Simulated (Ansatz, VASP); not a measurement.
**Sr3Al2O in VASP and in Ansatz**

File INCAR:

```
PREC = Accurate
ENCUT = 600
EDIFF = 1E-6
ISMEAR = 0
SIGMA = 0.1
LREAL = False
LASPH = True
NELM = 80
ALGO = Normal
ISIF = 3
LWAVE = False
LCHARG = False
GGA = PE
IBRION = 2
NSW = 100
EDIFFG = -0.01
```

KPOINTS

```
Automatic mesh
0
Gamma
  6 6 6
```

The input POSCAR:

```
Sr3Al2O
1.0
    3.6124867962      2.0856702243      3.6313839984
   -3.6124867962      2.0856702243      3.6313839984
    0.0000000000     -4.1713404485      3.6313839984
Sr Al O
3 2 1
Direct
    0.0000000000      0.5000000000      0.5000000000
    0.5000000000      0.5000000000      0.0000000000
    0.5000000000      0.0000000000      0.5000000000
    0.1098648250      0.1098648250      0.1098648250
    0.8901351750      0.8901351750      0.8901351750
    0.5000000000      0.5000000000      0.5000000000
```

Input for Ansatz:

```yaml
crystal:
  lattice:
    - [3.6124867962, 2.0856702243, 3.6313839984]
    - [-3.6124867962, 2.0856702243, 3.6313839984]
    - [0.0, -4.1713404485, 3.6313839984]
  atoms:
    - { symbol: Sr, position: [0.0, 0.5, 0.5] }
    - { symbol: Sr, position: [0.5, 0.5, 0.0] }
    - { symbol: Sr, position: [0.5, 0.0, 0.5] }
    - { symbol: Al, position: [0.109864825, 0.109864825, 0.109864825] }
    - { symbol: Al, position: [0.890135175, 0.890135175, 0.890135175] }
    - { symbol: O, position: [0.5, 0.5, 0.5] }
basis:
  ecutwfc: 420
kpoints:
  mp_grid: { grid: [6, 6, 6] }
hamiltonian:
  xc: pbe
scf:
  occupations: { method: gaussian, width: 0.1 }
output:
  forces: true
  stress: true
  eigenvalues: true
relax:
  adjacent_minimum: "off"
  f_tol: 0.01
  max_steps: 80
  cell: { stress_tol: 0.05 }
```

Change from the starting cell: species swapped into the Eu2Al3Ag type (R-3m, No. 166).

Alike in both runs: task relaxation of cell and atoms; functional PBE; k mesh 6 × 6 × 6; occupations gaussian, width 0.1 eV; no spin polarisation.

|  | VASP | Ansatz |
| --- | --- | --- |
| version | VASP 6.6.1 | Ansatz 0.2.0 |
| potentials or method | VASP PAW PBE potentials, release 64 (Sr_sv, Al, O), cutoff 600 eV | scalar-relativistic, plane waves, PAW |
| valence electrons in the cell | 42 | 42 |

|  | VASP | Ansatz | Ansatz less VASP |
| --- | --- | --- | --- |
| gap on the k mesh at the Fermi level, each at its own relaxed structure (eV) | none | none | - |
| relaxed volume (Å³/atom) | 27.35 | 27.29 | -0.060 |
| relaxed cell length with the largest relative difference (Å) | 5.529 | 5.525 | -0.0039 |

A gap of «none» marks a metal or a gap that the smearing closes.
